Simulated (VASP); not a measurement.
# Ge (P3_121) in VASP: further runs

The runs below take Ge through single point, with PBE.

Program: VASP 6.6.1. These are calculated values, not measurements. Logs are shortened: lines on timing, memory, paths and dates and some standing lists are left out, and cuts for length are marked.

### 1 The cell of the first run

It takes space group P3_121 (No. 152, trigonal). The conventional cell has a = 3.059 Å, b = 3.059 Å, c = 15.147 Å, α = 90.00°, β = 90.00°, γ = 120.00°. Within 4.0 Å of Ge (site symmetry 1) lie 12 Ge at 3.02 to 3.12 Å.

### 2 Single point, PBE

Input file INCAR:

```
  ALGO = Normal
  EDIFF = 1E-6
  ENCUT = 520
  GGA = PE
  ISIF = 2
  ISMEAR = 0
  LASPH = T
  LCHARG = T
  LELF = T
  LREAL = F
  LVHAR = T
  LWAVE = F
  NBANDS = 51
  NELM = 60
  PREC = Accurate
  SIGMA = 0.1
```

Input file KPOINTS:

```
k-points
0
Gamma
  6 6 1
```

Input file POSCAR:

```
Ge
1.0
    3.0587463000      0.0000000000      0.0000000000
   -1.5293731500      2.6489520000      0.0000000000
    0.0000000000      0.0000000000     15.1466726200
Ge
6
Direct
    0.9921810300      0.6802400100      0.9164750000
    0.3197599900      0.3119410300      0.2498083300
    0.6880589700      0.0078189700      0.5831416600
    0.0078189700      0.6880589700      0.4168583400
    0.6802400100      0.9921810300      0.0835250000
    0.3119410300      0.3197599900      0.7501916700
```

Potentials or basis: VASP PAW PBE potentials, release 64 (Ge_d).

The run is started by

```sh
$ cat potpaw_PBE.64/Ge_d/POTCAR > POTCAR
$ mpirun -np 1 vasp_std > vasp.out
```

OUTCAR:

```text
EDIFF = 1E-6
   ENCUT = 520
   GGA = PE
   ISIF = 2
   ISMEAR = 0
   LASPH = T
   LREAL = F
   NELM = 60
   PREC = Accurate

 ion  position               nearest neighbor table
   1  0.992  0.680  0.916-
   2  0.320  0.312  0.250-
   3  0.688  0.008  0.583-
   4  0.008  0.688  0.417-
   5  0.680  0.992  0.084-
   6  0.312  0.320  0.750-

  LATTYP: Found a hexagonal cell.
 ALAT       =     3.0587463000
 C/A-ratio  =     4.9519218446

  Lattice vectors:

 A1 = (   3.0587463000,   0.0000000000,   0.0000000000)
 A2 = (  -1.5293731500,   2.6489520000,   0.0000000000)
 A3 = (   0.0000000000,   0.0000000000,  15.1466726200)

Analysis of symmetry for initial positions (statically):
=====================================================================
 Subroutine PRICEL returns:
 Original cell was already a primitive cell.

 Routine SETGRP: Setting up the symmetry group for a
 hexagonal supercell.

 Subroutine GETGRP returns: Found  6 space group operations
 (whereof  2 operations were pure point group operations)
 out of a pool of 24 trial point group operations.

The static configuration has the point symmetry C_2 .
 The point group associated with its full space group is D_3 .

Analysis of symmetry for dynamics (positions and initial velocities):
=====================================================================
 Subroutine PRICEL returns:
 Original cell was already a primitive cell.

 Routine SETGRP: Setting up the symmetry group for a
 hexagonal supercell.

 Subroutine GETGRP returns: Found  6 space group operations
 (whereof  2 operations were pure point group operations)
 out of a pool of 24 trial point group operations.

The dynamic configuration has the point symmetry C_2 .
 The point group associated with its full space group is D_3 .

 Subroutine INISYM returns: Found  6 space group operations
 (whereof  2 operations are pure point group operations),
 and found     1 'primitive' translations

----------------------------------------------------------------------------------------

                                     Primitive cell
[... 77 lines left out ...]
   LSORBIT =      F    spin-orbit coupling
   LASPH  =      T    aspherical Exc in radial PAW
   ENCUT  =  520.0 eV  38.22 Ry    6.18 a.u.   5.69  5.69 28.16*2*pi/ulx,y,z
   NELM   =     60;   NELMIN=  2; NELMDL= -5     # of ELM steps
   EDIFF  = 0.1E-05   stopping-criterion for ELM
   LREAL  =      F    real-space projection
   EDIFFG = 0.1E-04   stopping-criterion for IOM
   NSW    =      0    number of steps for IOM
   IBRION =     -1    ionic relax: 0-MD 1-quasi-New 2-CG
   NFREE  =      0    steps in history (QN), initial steepest desc. (CG)
   ISIF   =      2    stress and relaxation
   ISYM   =      2    0-nonsym 1-usesym 2-fastsym
   POTIM  = 0.5000    time-step for ionic-motion
   TEBEG  =    0.0;   TEEND  =   0.0 temperature during run
   PSTRESS=    0.0 pullay stress
   NELECT =      84.0000    total number of electrons
   NUPDOWN=      -1.0000    fix difference up-down
   EMIN   =  10.00;   EMAX   =-10.00  energy-range for DOS
   EFERMI =   0.00;   METHOD = LEGACY
   ISMEAR =     0;   SIGMA  =   0.10  broadening in eV -4-tet -1-fermi 0-gaus
   EFERMI_NEDOS =   21; number of points for ismear=-14 and -15
   IALGO  =     38    algorithm
   IMIX   =      4    mixing-type and parameters
     AMIX     =   0.40;   BMIX     =  1.00
     AMIX_MAG =   1.60;   BMIX_MAG =  1.00
  volume/ion in A,a.u.               =      20.45       138.03
  Fermi-wavevector in a.u.,A,eV,Ry     =   1.442745  2.726393 28.320717  2.081514
  Thomas-Fermi vector in A             =   2.561231
   LORBIT       =      0    0 simple, 1 ext, 2 COOP (PROOUT), +10 PAW based schemes
   GGA     = PE    functional components
   LHFCALC =     F    Hartree Fock is set to
   AEXX    =    0.0000 exact exchange contribution
   IVDW    =     0    specifies the selected vdW correction
   LEPSILON=     F    determine dielectric tensor
   LRPA    =     F    only Hartree local field effects (RPA)
 non-spin polarized calculation
 Gauss-broadening in eV      SIGMA  =   0.10
  energy-cutoff  :      520.00
  volume of cell :      122.73
 maximum number of plane-waves:      3333
 NGX is ok and might be reduce to    24
   NGX = 11   NGY = 11   NGZ = 57

 number of electron      83.9999969 magnetization

 Free energy of the ion-electron system (eV)
  ---------------------------------------------------
  ext. energy  EPLUGINS =         0.00000000
  ---------------------------------------------------
  free energy    TOTEN  =       -24.87936805 eV

  energy without entropy =      -24.85860913  energy(sigma->0) =      -24.86898859

 E-fermi :   6.0055     XC(G=0): -10.8953

 val. band max:        5.9799697521   @ k =   0.5000   0.0000   0.0000
 cond. band min:       6.0304020747   @ k =   0.1667   0.1667   0.0000
 fundamental gap:      0.0504323226
 Fermi energy:         6.0054835100

 k-point     1 :       0.0000    0.0000    0.0000
  band No.  band energies     occupation
      1     -18.7341      2.00000
      2     -18.7341      2.00000
      3     -18.7333      2.00000
      4     -18.7332      2.00000
      5     -18.7332      2.00000
      6     -18.7309      2.00000
[... 367 lines left out ...]
     50       8.1319      0.00000
     51       8.1319      0.00000

------------------------ aborting loop because EDIFF is reached ----------------------------------------

  FORCE on cell =-STRESS in cart. coord.  units (eV):
  Direction    XX          YY          ZZ          XY          YZ          ZX
  --------------------------------------------------------------------------------------
  -------------------------------------------------------------------------------------
  Total       -1.6911810     -1.6911810     -0.2014298      0.0000000     -0.0000000      0.0000000
  in kB      -22.0783134    -22.0783134     -2.6296593      0.0000000     -0.0000000      0.0000000
  external PRESSURE =     -15.5954287 kB  Pullay stress =       0.0000000 kB

 VOLUME and BASIS-vectors are now :
 -----------------------------------------------------------------------------
  energy-cutoff  :      520.00
  volume of cell :      122.73
      direct lattice vectors                 reciprocal lattice vectors
     3.058746300  0.000000000  0.000000000     0.326931331  0.188753892  0.000000000
    -1.529373150  2.648952000  0.000000000     0.000000000  0.377507784  0.000000000
     0.000000000  0.000000000 15.146672620     0.000000000  0.000000000  0.066021101

 POSITION                                       TOTAL-FORCE (eV/Angst)
 -----------------------------------------------------------------------------------
      1.99449      1.80192     13.88155        -0.016721      0.044023      0.016670
      0.50099      0.82632      3.78376        -0.029765     -0.036492      0.016670
      2.09264      0.02071      8.83266         0.046485     -0.007531      0.016670
     -1.02838      1.82264      6.31402        -0.029765      0.036492     -0.016670
      0.56327      2.62824      1.26513         0.046485      0.007531     -0.016670
      0.46512      0.84703     11.36291        -0.016721     -0.044023     -0.016670
 -----------------------------------------------------------------------------------
    total drift:                               -0.000008      0.000016     -0.000007

  FREE ENERGIE OF THE ION-ELECTRON SYSTEM (eV)
  ---------------------------------------------------
  free  energy   TOTEN  =       -24.8793680477 eV

  energy  without entropy=      -24.8586091283  energy(sigma->0) =      -24.86898859
```

OSZICAR:

```text
N       E                     dE             d eps       ncg     rms          rms(c)
DAV:   1     0.876401377623E+03    0.87640E+03   -0.39327E+04   834   0.470E+03
DAV:   2     0.142695021242E+03   -0.73371E+03   -0.71392E+03   714   0.994E+02
DAV:   3    -0.110189011567E+02   -0.15371E+03   -0.15046E+03   766   0.243E+02
DAV:   4    -0.245338850660E+02   -0.13515E+02   -0.13182E+02   860   0.729E+01
DAV:   5    -0.249292338735E+02   -0.39535E+00   -0.39017E+00   790   0.141E+01    0.240E+00
DAV:   6    -0.248965192927E+02    0.32715E-01   -0.16305E-01   880   0.279E+00    0.125E+00
DAV:   7    -0.248799350150E+02    0.16584E-01   -0.31837E-02   838   0.138E+00    0.183E-01
DAV:   8    -0.248793173302E+02    0.61768E-03   -0.38866E-03   822   0.652E-01    0.658E-02
DAV:   9    -0.248793431934E+02   -0.25863E-04   -0.10126E-04  1036   0.912E-02    0.473E-02
DAV:  10    -0.248793676185E+02   -0.24425E-04   -0.11409E-05   678   0.204E-02    0.312E-03
DAV:  11    -0.248793680477E+02   -0.42913E-06   -0.11463E-06   475   0.119E-02
   1 F= -.24879368E+02 E0= -.24868989E+02  d E =-.207589E-01
```

Wall time 85 s (1 thread of Intel Xeon 8259CL, shared host); peak memory 0.24 GiB.

Results:

| Property | Result |
| --- | --- |
| Free energy | -24.8794 eV |
| Pressure | -1.6 GPa |
| Largest force | 0.050 eV/Å |
| Band gap on the k mesh | zero (bands 42 and 43 overlap by 8.56 eV) |

Forces on the atoms (eV/Å):
```
Ge  -0.017  0.044  0.017
Ge  -0.030 -0.036  0.017
Ge   0.046 -0.008  0.017
Ge  -0.030  0.036 -0.017
Ge   0.046  0.008 -0.017
Ge  -0.017 -0.044 -0.017
```

Stress tensor (GPa, compression positive):
```
-2.21  0.00  0.00
 0.00 -2.21  0.00
 0.00  0.00 -0.26
```

Caveat: the k points lie up to 0.41 Å⁻¹ apart, too coarse for converged energies and pressures of a metal.

### 3 Single point, PBE

This run uses another cell than the first one, of 19.54 Å³/atom.

Input file INCAR:

```
SYSTEM = Ge
ALGO     = Normal         ! electronic algorithm
EDIFF    = 1E-6           ! SCF threshold, eV
ENCUT    = 520            ! plane-wave cutoff, eV
GGA      = PE             ! functional
ISIF     = 2              ! what is computed and relaxed
ISMEAR   = 0              ! smearing method
LASPH    = .True.         ! aspherical terms in the spheres
LCHARG   = .False.        ! write CHGCAR
LREAL    = .False.        ! projectors in reciprocal space
LWAVE    = .False.        ! write WAVECAR
NBANDS   = 51             ! bands
NELM     = 80             ! most SCF steps
PREC     = Accurate       ! precision mode
SIGMA    = 0.1            ! smearing width, eV
```

Input file KPOINTS:

```
k-points
0
Gamma
  12 12 4
  0 0 0
```

Input file POSCAR:

```
Ge
1.0
    3.0709418656      0.0000000000      0.0000000000
   -1.5354709328      2.6595136691      0.0000000000
    0.0000000000      0.0000000000     14.3549310846
Ge
6
Direct
    1.0001014376      0.6681522463      0.9166703567
    0.3318477537      0.3319491913      0.2500036901
    0.6680508087     -0.0001014376      0.5833370234
   -0.0001014376      0.6680508087      0.4166629766
    0.6681522463      1.0001014376      0.0833296433
    0.3319491913      0.3318477537      0.7499963099
```

Potentials or basis: VASP PAW PBE potentials, release 64 (Ge_d).

The run is started by

```sh
$ cat potpaw_PBE.64/Ge_d/POTCAR > POTCAR
$ mpirun -np 1 vasp_std > vasp.out
```

Run time: 8.3 min. Hardware: 1 thread of Intel Xeon 8259CL, shared host; peak memory 0.41 GiB.

The run converged. Its results:

| Property | Result |
| --- | --- |
| Free energy | -25.1312 eV |
| Pressure | -0.1 GPa |
| Band gap on the k mesh | zero (bands 42 and 43 overlap by 8.40 eV) |

Levels at points of the mesh, in eV from the Fermi level:
```
           k point  band 38  band 39  band 40  band 41  band 42  band 43  band 44  band 45  band 46  band 47
(0.00, 0.00, 0.00)    -1.08    -1.08     4.99     4.99     6.02     6.02     6.33     6.35     6.35     6.37
(0.50, 0.00, 0.00)    -4.16    -4.04    -4.04    -1.81    -1.79     0.08     0.11     2.09     2.81     2.82
(0.00, 0.00, 0.50)    -3.67     1.86     1.86     6.10     6.10     6.10     6.10     6.78     6.78     6.78
(0.50, 0.00, 0.50)    -5.05    -3.18    -3.18    -2.63    -2.63     1.22     1.22     1.72     1.72     2.27
```

The gap in the log of VASP goes by the Fermi energy; the results here count the filled bands.